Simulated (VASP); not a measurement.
A run of VASP 6.6.1 is set up as follows.

File INCAR:

```
SYSTEM = BrO2
  ALGO = Normal
  EDIFF = 1E-7
  ENCUT = 520
  GGA = PE
  ISIF = 2
  ISMEAR = -1
  LASPH = .True.
  LCHARG = .False.
  LREAL = .False.
  LWAVE = .False.
  NBANDS = 16
  NELM = 80
  PREC = Accurate
  SIGMA = 0.06122561905347299
```

KPOINTS

```
k-points
0
Gamma
  18 18 18
  0 0 0
```

File POSCAR:

```
BrO2
1.0
    0.0000000000      2.6450647591      2.6450647591
    2.6450647591      0.0000000000      2.6450647591
    2.6450647591      2.6450647591      0.0000000000
Br O
1 2
Direct
    0.0000000000      0.0000000000      0.0000000000
    0.2500000000      0.2500000000      0.2500000000
    0.7500000000      0.7500000000      0.7500000000
```

Potentials or basis: VASP PAW PBE potentials, release 64 (Br, O).

Run with:

```console
$ cat potpaw_PBE.64/Br/POTCAR potpaw_PBE.64/O/POTCAR > POTCAR
$ mpirun -np 1 vasp_std > vasp.out
```

(1) Predict the pressure.

Results:

(1) -0.1 GPa.

Caveat: an odd number of electrons without spin polarisation forces a metal; a magnetic or distorted state may lie lower.
